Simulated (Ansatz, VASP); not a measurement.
## One calculation of BiTe, two programs

```
CELL_PARAMETERS angstrom
2.43875 1.40801 3.33926
-2.43875 1.40801 3.33926
0.00000 -2.81603 3.33926
ATOMIC_POSITIONS crystal
Bi 0.50000 0.50000 0.50000
Te 0.00000 0.00000 0.00000
```

Change from the starting cell: volume scaled by 1.02.

Alike in both runs: task single point; functional LDA; k mesh 7 × 7 × 7; occupations fermi-dirac, width 0.05 eV; no spin polarisation.

|  | VASP | Ansatz |
| --- | --- | --- |
| version | VASP 6.6.1 | Ansatz 0.2.0 |
| potentials or method | VASP PAW LDA potentials, release 64 (Bi_d, Te), cutoff 520 eV | all-electron LAPW, scalar-relativistic |

```tsv
	VASP	Ansatz	Ansatz less VASP
gap on the k mesh at the Fermi level (eV)	none	none	-
pressure (GPa)	-4.2	-4.2	-0.02
traceless stress, the component that is largest in VASP (GPa)	0.51	0.53	+0.022
```

LDA's correlation is that of Perdew and Zunger in VASP and of Perdew and Wang (1992) in Ansatz. A gap of «none» marks a metal or a gap that the smearing closes. Ansatz ran all-electron here, and VASP with PAW potentials.

Spin-orbit coupling is off throughout.
